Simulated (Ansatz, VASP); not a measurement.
# One calculation of Ti3SnO8, two programs

```
CELL_PARAMETERS angstrom
3.83891 0.00000 0.00000
0.00000 3.83891 0.00000
0.00000 0.00000 10.04377
ATOMIC_POSITIONS crystal
Ti 0.50000 0.50000 0.50000
Ti 0.00000 0.50000 0.26278
Ti 0.50000 0.00000 0.73722
Sn 0.00000 0.00000 0.00000
O 0.00000 0.50000 0.45986
O 0.50000 0.00000 0.93903
O 0.00000 0.00000 0.21677
O 0.50000 0.50000 0.69739
O 0.00000 0.50000 0.06097
O 0.50000 0.00000 0.54014
O 0.00000 0.00000 0.78323
O 0.50000 0.50000 0.30261
```

Alike in both runs: task single point; functional PBE; k mesh 4 × 4 × 2; occupations gaussian, width 0.1 eV; no spin polarisation.

```csv
,VASP,Ansatz
version,VASP 6.6.1,Ansatz 0.2.0
potentials or method,"VASP PAW PBE potentials, release 64 (Ti_sv, Sn_d, O), cutoff 520 eV","scalar-relativistic, plane waves, PAW"
valence electrons in the cell,98,98
```

|  | VASP | Ansatz | Ansatz less VASP |
| --- | --- | --- | --- |
| gap on the k mesh at the Fermi level (eV) | 2.11 | 2.13 | +0.022 |
| least direct gap on the mesh (eV) | 2.27 | 2.29 | +0.021 |
| pressure (GPa) | 0.6 | 0.0 | -0.61 |
| rms of the force components (eV/Å) | 0.009 | 0.004 | -0.0053 |

Atom by atom the forces differ by 0.010 eV/Å (rms over components). With one functional, cell and mesh, what is left measures potentials, basis and numerics.
